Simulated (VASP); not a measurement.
## BeTe: single point with PBE

BeTe:

```
CELL_PARAMETERS angstrom
0.00000 2.80327 2.80327
2.80327 0.00000 2.80327
2.80327 2.80327 0.00000
ATOMIC_POSITIONS crystal
Be 0.00000 0.00000 0.00000
Te 0.25000 0.25000 0.25000
```

This cell differs from its parent crystal: volume changed by -3%.

| Item | Value |
| --- | --- |
| Program | VASP 6.6.1 |
| Task | single point |
| Functional | PBE |
| Potentials or basis | VASP PAW PBE potentials, release 64 (Be, Te) |
| Cutoff | 520 eV |
| k mesh | 6 × 6 × 6 |
| Occupations | gaussian, width 0.01 eV |
| Spin | no spin polarisation |

The pressure is 2.0 GPa and the band gap on the k mesh is 1.94 eV, indirect (least direct gap 3.60 eV).

Levels at points of the mesh, in eV from the valence-band top:
```
           k point  band 1  band 2  band 3  band 4  band 5  band 6  band 7  band 8
(0.00, 0.00, 0.00)  -12.39    0.00    0.00    0.00    3.60    3.60    3.60    3.92
(0.50, 0.00, 0.00)  -11.01   -5.63   -1.16   -1.16    3.11    4.58    4.58    7.81
(0.50, 0.50, 0.00)  -10.50   -5.19   -2.70   -2.70    1.94    2.65    9.79    9.79
```

Run time: 14 s on 1 thread of AMD EPYC 7R43 64-Core Processor (Zen 3), on a shared host, peak memory 0.13 GiB.

Caveat: spin-orbit coupling is left out, which moves the levels of the heavy elements. A k mesh can miss the band edges.
